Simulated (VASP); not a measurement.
Input of a VASP 6.6.1 run:

Contents of INCAR:

```
PREC = Accurate
ENCUT = 600
EDIFF = 1E-6
ISMEAR = 0
SIGMA = 0.1
LREAL = False
LASPH = True
NELM = 200
ALGO = Normal
ISIF = 2
LWAVE = False
LCHARG = False
ISPIN = 2
MAGMOM = 0.91 0.91 0 0 0 0
LORBIT = 11
LMAXMIX = 4
GGA = PE
NBANDS = 38
GGA_COMPAT = False
```

The input KPOINTS:

```
regular mesh
0
Gamma
  8 8 12
```

Contents of POSCAR:

```
VO2
1.0
    4.5836000654      0.0000000000      0.0000000000
    0.0000000000      4.5836000654      0.0000000000
    0.0000000000      0.0000000000      2.8383139491
V O
2 4
Direct
    0.0000000000      0.0000000000      0.0000000000
    0.5000000000      0.5000000000      0.5000000000
    0.2999956627      0.2999956627      0.0000000000
    0.2000043373      0.7999956627      0.5000000000
    0.7000043373      0.7000043373      0.0000000000
    0.7999956627      0.2000043373      0.5000000000
```

Potentials or basis: VASP PAW PBE potentials, release 64 (V_sv, O).

Launch:

```sh
$ cat potpaw_PBE.64/V_sv/POTCAR potpaw_PBE.64/O/POTCAR > POTCAR
$ mpirun -np 1 vasp_std > vasp.out
```

(1) What does it give for the band gap on the k mesh?

(2) What does it give for the largest force?

(3) What does it give for the net moment?

(4) Predict the site moments.

Results:

(1) zero (filled and empty bands overlap).

(2) 0.030 eV/Å.

(3) 2.00 μB per cell.

(4) V +1.05; O -0.05 μB.

Caveat: semilocal functionals often make such compounds metallic where correlation or magnetic order opens a gap, which also shifts bond lengths.
